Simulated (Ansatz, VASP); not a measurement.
**Two plane-wave programs on AlN**

```
Al N
1.0
     0.00000    2.18869    2.18869
     2.18869    0.00000    2.18869
     2.18869    2.18869    0.00000
Al N
1 1
Direct
  0.00000 0.00000 0.00000
  0.25000 0.25000 0.25000
```

Alike in both runs: task single point; functional PBEsol; k mesh 10 × 10 × 10; occupations gaussian, width 0.02 eV; no spin polarisation.

```csv
,VASP,Ansatz
version,VASP 6.6.1,Ansatz 0.2.0
potentials or method,"VASP PAW PBE potentials, release 64 (Al, N), cutoff 600 eV","scalar-relativistic, plane waves, PAW"
valence electrons in the cell,8,8
```

```tsv
	VASP	Ansatz	Ansatz less VASP
gap on the k mesh at the Fermi level (eV)	3.18	3.19	+0.007
least direct gap on the mesh (eV)	4.08	4.06	-0.016
pressure (GPa)	-0.1	0.0	+0.12
```

VASP's potentials were made for PBE, not for PBEsol, and Ansatz warns of the same on its side.
